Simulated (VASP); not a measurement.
Wanted: the native input for a VASP 6.6.1 run.

* Task: single point
* Functional: HSE06
* Potentials or basis: VASP PAW PBE potentials, release 64 (Ag, I)
* Cutoff: 400 eV
* k mesh: 4 × 4 × 4
* Occupations: fermi-dirac, width 0.02 eV
* Spin: no spin polarisation
* Dipole correction: no
* Grid for exact exchange (PRECFOCK): Normal
* Further INCAR settings: ALGO = Normal; EDIFF = 1e-06; NBANDS = 16
* Share of exact exchange: 0.25
* Screening parameter: 0.2079 1/Å

Crystal: AgI.

```
CELL_PARAMETERS angstrom
0.00000 3.31254 3.31254
3.31254 0.00000 3.31254
3.31254 3.31254 0.00000
ATOMIC_POSITIONS crystal
Ag 0.00000 0.00000 0.00000
I 0.75000 0.75000 0.75000
```

These files were run (other wordings do the same):

POSCAR

```
AgI
1.0
    0.0000000000      3.3125431818      3.3125431818
    3.3125431818      0.0000000000      3.3125431818
    3.3125431818      3.3125431818      0.0000000000
Ag I
1 1
Direct
    0.0000000000      0.0000000000      0.0000000000
    0.7500000000      0.7500000000      0.7500000000
```

INCAR.step1

```
SYSTEM = AgI
  PREC = Accurate
  ENCUT = 400
  EDIFF = 1E-5
  ISMEAR = -1
  SIGMA = 0.02
  LREAL = .False.
  LASPH = .True.
  NELM = 120
  ALGO = Normal
  ISIF = 2
  LWAVE = .True.
  LCHARG = .False.
  GGA = PE
  NBANDS = 16
  GGA_COMPAT = .False.
```

INCAR.step2

```
SYSTEM = AgI
  PREC = Accurate
  ENCUT = 400
  EDIFF = 1E-6
  ISMEAR = -1
  SIGMA = 0.02
  LREAL = .False.
  LASPH = .True.
  NELM = 120
  ALGO = Normal
  ISIF = 2
  LWAVE = .False.
  LCHARG = .False.
  GGA = PE
  LHFCALC = .True.
  HFSCREEN = 0.2079
  PRECFOCK = Normal
  ISTART = 1
  NBANDS = 16
  GGA_COMPAT = .False.
```

KPOINTS

```
Automatic mesh
0
Gamma
  4 4 4
  0 0 0
```

Potentials or basis: VASP PAW PBE potentials, release 64 (Ag, I).

Command:

```console
$ cat potpaw_PBE.64/Ag/POTCAR potpaw_PBE.64/I/POTCAR > POTCAR
$ cp INCAR.step1 INCAR
$ mpirun -np 1 vasp_std > vasp.out
$ cp INCAR.step2 INCAR
$ mpirun -np 1 vasp_std > vasp.out
```

It gave:

```yaml
Pressure: -0.2 GPa
Band_gap_on_the_k_mesh: 2.49 eV
```

Caveat: the PAW data sets were made with another functional, which shifts forces and pressure a little; spin-orbit coupling is left out, which moves the levels of the heavy elements.

It took 4.2 min on 1 thread of AMD EPYC 9R45 96-Core Processor (Zen 5), with other jobs on the host, peak memory 0.25 GiB.
